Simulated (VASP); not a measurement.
# ZnS (I-4m2) in VASP: further runs

Runs on ZnS. Level: PBE. Tasks: single point.

Program: VASP 6.6.1. These are calculated values, not measurements. Logs are shortened: lines on timing, memory, paths and dates and some standing lists are left out, and cuts for length are marked.

## 1. The cell of the first run

Symmetry: I-4m2, No. 119, tetragonal system. The conventional cell has a = 3.696 Å, b = 3.696 Å, c = 5.577 Å, α = 90.00°, β = 90.00°, γ = 90.00°. Within 3.1 Å of Zn (site symmetry -4m2) lie 4 S at 2.31 Å. Within 3.1 Å of S (site symmetry -4m2) lie 4 Zn at 2.31 Å.

## 2. Single point, PBE (epitaxial xy strain -3.0%)

INCAR

```
PREC = Accurate ; ENCUT = 520
EDIFF = 1E-7 ; ISMEAR = -1
SIGMA = 0.02 ; LREAL = False
LASPH = True ; NELM = 100
ALGO = Normal ; ISIF = 2
LWAVE = False ; LCHARG = False
GGA = PE ; NBANDS = 16
```

KPOINTS

```
Automatic mesh
0
Gamma
  8 8 8
```

POSCAR

```
ZnS
1.0
    0.0000000000      2.6132632566      2.7886568426
    2.6132632566      0.0000000000      2.7886568426
    2.6132632566      2.6132632566      0.0000000000
Zn S
1 1
Direct
    0.0000000000      0.0000000000      0.0000000000
    0.2500000000      0.2500000000      0.2500000000
```

Potentials or basis: VASP PAW PBE potentials, release 64 (Zn, S).

Command:

```sh
cat potpaw_PBE.64/Zn/POTCAR potpaw_PBE.64/S/POTCAR > POTCAR
mpirun -np 1 vasp_std > vasp.out
```

OUTCAR:

```text
PREC = Accurate
   ENCUT = 520
   EDIFF = 1E-7
   ISMEAR = -1
   LREAL = False
   LASPH = True
   NELM = 100
   ISIF = 2
   GGA = PE

 ion  position               nearest neighbor table
   1  0.000  0.000  0.000-   2 2.31   2 2.31   2 2.31   2 2.31
   2  0.250  0.250  0.250-   1 2.31   1 2.31   1 2.31   1 2.31

  LATTYP: Found a body centered tetragonal cell.
 ALAT       =     3.6957123395
 C/A-ratio  =     1.5091308989

  Lattice vectors:

 A1 = (  -2.6132632566,   0.0000000000,   2.7886568426)
 A2 = (   2.6132632566,   0.0000000000,   2.7886568426)
 A3 = (   0.0000000000,   2.6132632566,  -2.7886568426)

Analysis of symmetry for initial positions (statically):
=====================================================================
 Subroutine PRICEL returns:
 Original cell was already a primitive cell.

 Routine SETGRP: Setting up the symmetry group for a
 body centered tetragonal supercell.

 Subroutine GETGRP returns: Found  8 space group operations
 (whereof  8 operations were pure point group operations)
 out of a pool of 16 trial point group operations.

The static configuration has the point symmetry D_2d.

Analysis of symmetry for dynamics (positions and initial velocities):
=====================================================================
 Subroutine PRICEL returns:
 Original cell was already a primitive cell.

 Routine SETGRP: Setting up the symmetry group for a
 body centered tetragonal supercell.

 Subroutine GETGRP returns: Found  8 space group operations
 (whereof  8 operations were pure point group operations)
 out of a pool of 16 trial point group operations.

The dynamic configuration has the point symmetry D_2d.

 Subroutine INISYM returns: Found  8 space group operations
 (whereof  8 operations are pure point group operations),
 and found     1 'primitive' translations

----------------------------------------------------------------------------------------

                                     Primitive cell

  volume of cell :      38.0883

  direct lattice vectors                    reciprocal lattice vectors
     0.000000000  2.613263257  2.788656843    -0.191331661  0.191331661  0.179297787
     2.613263257  0.000000000  2.788656843     0.191331661 -0.191331661  0.179297787
     2.613263257  2.613263257  0.000000000     0.191331661  0.191331661 -0.179297787

  length of vectors
     3.821747223  3.821747223  3.695712340     0.324597143  0.324597143  0.324597143

  position of ions in fractional coordinates (direct lattice)
     0.000000000  0.000000000  0.000000000
     0.250000000  0.250000000  0.250000000

  ion indices of the primitive-cell ions
   primitive index   ion index
                 1           1
                 2           2

----------------------------------------------------------------------------------------

 KPOINTS: Automatic mesh

Automatic generation of k-mesh.
 Grid dimensions read from file:
 generate k-points for:    8    8    8

 Generating k-lattice:

  Cartesian coordinates                     Fractional coordinates (reciprocal lattice)
    -0.023916458  0.023916458  0.022412223     0.125000000  0.000000000  0.000000000
     0.023916458 -0.023916458  0.022412223     0.000000000  0.125000000  0.000000000
     0.023916458  0.023916458 -0.022412223     0.000000000  0.000000000  0.125000000

  Length of vectors
     0.040574643  0.040574643  0.040574643

  Shift w.r.t. Gamma in fractional coordinates (k-lattice)
     0.000000000  0.000000000  0.000000000

 Subroutine IBZKPT returns following result:
 ===========================================

 Found     59 irreducible k-points:

 Following reciprocal coordinates:
            Coordinates               Weight
  0.000000  0.000000  0.000000      1.000000
  0.125000  0.000000  0.000000      8.000000
  0.250000  0.000000  0.000000      8.000000
  0.375000  0.000000  0.000000      8.000000
  0.500000  0.000000  0.000000      4.000000
  0.125000  0.125000  0.000000      2.000000
[... 16 lines left out ...]
  0.250000 -0.000000  0.125000     16.000000
  0.375000  0.000000  0.125000     16.000000
 [... further k-points ...]
   k-points           NKPTS =     59   k-points in BZ     NKDIM =     59   number of bands    NBANDS=     16
   number of dos      NEDOS =    301   number of ions     NIONS =      2
   total plane-waves  NPLWV =  21952
   dimension x,y,z NGX =    28 NGY =   28 NGZ =   28
   dimension x,y,z NGXF=    56 NGYF=   56 NGZF=   56
   ions per type =               1   1
   NGX,Y,Z   is equivalent  to a cutoff of  12.18, 12.18, 12.60 a.u.
   NGXF,Y,Z  is equivalent  to a cutoff of  24.36, 24.36, 25.19 a.u.
 SYSTEM =  unknown system
   PREC   = accura    normal or accurate (medium, high low for compatibility)
   ISTART =      0    job   : 0-new  1-cont  2-samecut
   ICHARG =      2    charge: 1-file 2-atom 10-const
   ISPIN  =      1    spin polarized calculation?
   LNONCOLLINEAR =      F non collinear calculations
   LSORBIT =      F    spin-orbit coupling
   LASPH  =      T    aspherical Exc in radial PAW
   ENCUT  =  520.0 eV  38.22 Ry    6.18 a.u.   7.11  7.11  6.87*2*pi/ulx,y,z
   NELM   =    100;   NELMIN=  2; NELMDL= -5     # of ELM steps
   EDIFF  = 0.1E-06   stopping-criterion for ELM
   LREAL  =      F    real-space projection
   EDIFFG = 0.1E-05   stopping-criterion for IOM
   NSW    =      0    number of steps for IOM
   IBRION =     -1    ionic relax: 0-MD 1-quasi-New 2-CG
   NFREE  =      0    steps in history (QN), initial steepest desc. (CG)
   ISIF   =      2    stress and relaxation
   ISYM   =      2    0-nonsym 1-usesym 2-fastsym
   POTIM  = 0.5000    time-step for ionic-motion
   TEBEG  =    0.0;   TEEND  =   0.0 temperature during run
   PSTRESS=    0.0 pullay stress
   NELECT =      18.0000    total number of electrons
   NUPDOWN=      -1.0000    fix difference up-down
   EMIN   =  10.00;   EMAX   =-10.00  energy-range for DOS
   EFERMI =   0.00;   METHOD = LEGACY
   ISMEAR =    -1;   SIGMA  =   0.02  broadening in eV -4-tet -1-fermi 0-gaus
   EFERMI_NEDOS =   21; number of points for ismear=-14 and -15
   IALGO  =     38    algorithm
   IMIX   =      4    mixing-type and parameters
     AMIX     =   0.40;   BMIX     =  1.00
     AMIX_MAG =   1.60;   BMIX_MAG =  1.00
  volume/ion in A,a.u.               =      19.04       128.52
  Fermi-wavevector in a.u.,A,eV,Ry     =   1.275171  2.409724 22.123915  1.626062
  Thomas-Fermi vector in A             =   2.407898
   LORBIT       =      0    0 simple, 1 ext, 2 COOP (PROOUT), +10 PAW based schemes
   GGA     = PE    functional components
   LHFCALC =     F    Hartree Fock is set to
   AEXX    =    0.0000 exact exchange contribution
   IVDW    =     0    specifies the selected vdW correction
   LEPSILON=     F    determine dielectric tensor
   LRPA    =     F    only Hartree local field effects (RPA)
 non-spin polarized calculation
  energy-cutoff  :      520.00
  volume of cell :       38.09
 maximum number of plane-waves:      1042
   NGX = 15   NGY = 15   NGZ = 13

 number of electron      18.0000020 magnetization

 Free energy of the ion-electron system (eV)
  ---------------------------------------------------
  ext. energy  EPLUGINS =         0.00000000
  ---------------------------------------------------
  free energy    TOTEN  =        -6.80561578 eV

  energy without entropy =       -6.80561578  energy(sigma->0) =       -6.80561578

 E-fermi :   2.9723     XC(G=0):  -9.8010

 val. band max:        2.5242625209   @ k =   0.0000   0.0000   0.0000
 cond. band min:       4.6923296911   @ k =   0.0000   0.0000   0.0000
 fundamental gap:      2.1680671702
 Fermi energy:         2.9723456716

 k-point     1 :       0.0000    0.0000    0.0000
  band No.  band energies     occupation
      1     -10.9419      2.00000
      2      -4.0675      2.00000
      3      -4.0233      2.00000
      4      -4.0233      2.00000
      5      -3.5162      2.00000
      6      -3.4933      2.00000
[... 8 lines left out ...]
     15      14.5765      0.00000
     16      14.8087      0.00000

 k-point     2 :       0.1250    0.0000    0.0000
  band No.  band energies     occupation
      1     -10.8174      2.00000
      2      -4.0573      2.00000
      3      -4.0154      2.00000
      4      -3.9995      2.00000
      5      -3.5152      2.00000
      6      -3.4975      2.00000
[... 8 lines left out ...]
     15      14.0803      0.00000
     16      15.3211      0.00000

 k-point     3 :       0.2500    0.0000    0.0000
  band No.  band energies     occupation
      1     -10.4909      2.00000
      2      -4.0193      2.00000
      3      -3.9717      2.00000
      4      -3.9462      2.00000
      5      -3.5031      2.00000
      6      -3.5013      2.00000
[... 8 lines left out ...]
     15      13.6255      0.00000
     16      14.9015      0.00000

 k-point     4 :       0.3750    0.0000    0.0000
  band No.  band energies     occupation
      1     -10.1173      2.00000
      2      -3.9601      2.00000
      3      -3.9020      2.00000
      4      -3.7896      2.00000
      5      -3.4922      2.00000
      6      -3.4719      2.00000
[... 8 lines left out ...]
     15      14.5098      0.00000
     16      14.9594      0.00000

 k-point     5 :       0.5000    0.0000    0.0000
  band No.  band energies     occupation
      1      -9.9445      2.00000
      2      -3.9481      2.00000
      3      -3.8875      2.00000
      4      -3.4835      2.00000
      5      -3.4761      2.00000
      6      -3.2978      2.00000
[... 8 lines left out ...]
     15      15.7140      0.00000
     16      16.1083      0.00000

 k-point     6 :       0.1250    0.1250    0.0000
  band No.  band energies     occupation
      1     -10.7886      2.00000
      2      -4.0881      2.00000
      3      -3.9803      2.00000
      4      -3.9803      2.00000
      5      -3.5358      2.00000
      6      -3.4839      2.00000
[... 8 lines left out ...]
     15      14.9817      0.00000
     16      15.6555      0.00000

 k-point     7 :       0.2500    0.1250    0.0000
  band No.  band energies     occupation
      1     -10.5384      2.00000
      2      -4.0792      2.00000
      3      -3.9335      2.00000
      4      -3.9259      2.00000
      5      -3.5433      2.00000
      6      -3.4779      2.00000
[... 8 lines left out ...]
     15      14.7441      0.00000
     16      16.3957      0.00000

 k-point     8 :       0.3750    0.1250    0.0000
  band No.  band energies     occupation
      1     -10.1763      2.00000
      2      -3.9969      2.00000
      3      -3.8749      2.00000
      4      -3.8406      2.00000
      5      -3.5144      2.00000
      6      -3.4738      2.00000
[... 8 lines left out ...]
     15      15.1767      0.00000
     16      15.6460      0.00000

 k-point     9 :       0.5000    0.1250    0.0000
  band No.  band energies     occupation
      1      -9.9148      2.00000
      2      -3.9500      2.00000
      3      -3.8558      2.00000
      4      -3.5538      2.00000
      5      -3.4790      2.00000
      6      -3.3793      2.00000
[... 8 lines left out ...]
     15      15.7953      0.00000
     16      15.8367      0.00000
[... 172 lines left out ...]
 k-point    19 :       0.5000    0.3750    0.0000
  band No.  band energies     occupation
      1      -9.7393      2.00000
      2      -4.0688      2.00000
      3      -3.6932      2.00000
      4      -3.6738      2.00000
      5      -3.4428      2.00000
      6      -3.3647      2.00000
[... 8 lines left out ...]
     15      16.3251      0.00000
     16      17.3542      0.00000

 k-point    20 :      -0.3750    0.3750    0.0000
  band No.  band energies     occupation
      1      -9.6834      2.00000
      2      -3.9829      2.00000
      3      -3.7201      2.00000
      4      -3.5973      2.00000
      5      -3.4735      2.00000
      6      -3.1703      2.00000
[... 8 lines left out ...]
     15      15.1523      0.00000
     16      18.1618      0.00000

 k-point    21 :       0.5000    0.5000    0.0000
  band No.  band energies     occupation
      1      -9.6952      2.00000
      2      -4.1163      2.00000
      3      -3.6598      2.00000
      4      -3.6598      2.00000
      5      -3.4284      2.00000
      6      -3.3508      2.00000
[... 8 lines left out ...]
     15      16.4142      0.00000
     16      17.1391      0.00000

 k-point    22 :       0.1250    0.0000    0.1250
  band No.  band energies     occupation
      1     -10.7695      2.00000
      2      -4.0506      2.00000
      3      -4.0296      2.00000
      4      -3.9810      2.00000
      5      -3.5171      2.00000
      6      -3.4958      2.00000
[... 8 lines left out ...]
     15      14.0375      0.00000
     16      15.9859      0.00000

 k-point    23 :       0.2500   -0.0000    0.1250
  band No.  band energies     occupation
      1     -10.5045      2.00000
      2      -4.0540      2.00000
      3      -3.9784      2.00000
      4      -3.9264      2.00000
      5      -3.5246      2.00000
      6      -3.4825      2.00000
[... 8 lines left out ...]
     15      14.1415      0.00000
     16      16.3542      0.00000

 k-point    24 :       0.3750    0.0000    0.1250
  band No.  band energies     occupation
      1     -10.1402      2.00000
      2      -3.9719      2.00000
      3      -3.9175      2.00000
      4      -3.8485      2.00000
      5      -3.5018      2.00000
      6      -3.4580      2.00000
[... 8 lines left out ...]
     15      15.0565      0.00000
     16      15.9145      0.00000

 [... further k-points ...]
[... 5 lines left out ...]
  --------------------------------------------------------------------------------------
  -------------------------------------------------------------------------------------
  Total        1.3147869      1.3147869      0.6308801      0.0000000      0.0000000      0.0000000
  in kB       55.3062921     55.3062921     26.5378653      0.0000000      0.0000000      0.0000000
  external PRESSURE =      45.7168165 kB  Pullay stress =       0.0000000 kB

 VOLUME and BASIS-vectors are now :
 -----------------------------------------------------------------------------
  energy-cutoff  :      520.00
  volume of cell :       38.09
      direct lattice vectors                 reciprocal lattice vectors
     0.000000000  2.613263257  2.788656843    -0.191331661  0.191331661  0.179297787
     2.613263257  0.000000000  2.788656843     0.191331661 -0.191331661  0.179297787
     2.613263257  2.613263257  0.000000000     0.191331661  0.191331661 -0.179297787

 POSITION                                       TOTAL-FORCE (eV/Angst)
 -----------------------------------------------------------------------------------
      0.00000      0.00000      0.00000         0.000000      0.000000      0.000000
      1.30663      1.30663      1.39433        -0.000000     -0.000000      0.000000
 -----------------------------------------------------------------------------------
    total drift:                                0.000000      0.000000      0.000004

  FREE ENERGIE OF THE ION-ELECTRON SYSTEM (eV)
  ---------------------------------------------------
  free  energy   TOTEN  =        -6.8056157760 eV

  energy  without entropy=       -6.8056157760  energy(sigma->0) =       -6.80561578
```

Wall time 21 s (1 thread of Intel Xeon Platinum 8488C (Sapphire Rapids), shared host); peak memory 0.17 GiB.

Results:

```
Free energy            : -6.8056 eV
Pressure               : 4.6 GPa
Band gap on the k mesh : 2.17 eV, direct
```

Stress tensor (GPa, compression positive):
```
5.53 0.00 0.00
0.00 5.53 0.00
0.00 0.00 2.65
```

Caveat: the cell differs from its parent crystal (epitaxial xy strain -3.0%).

(Part 1 of 2 ends here.)
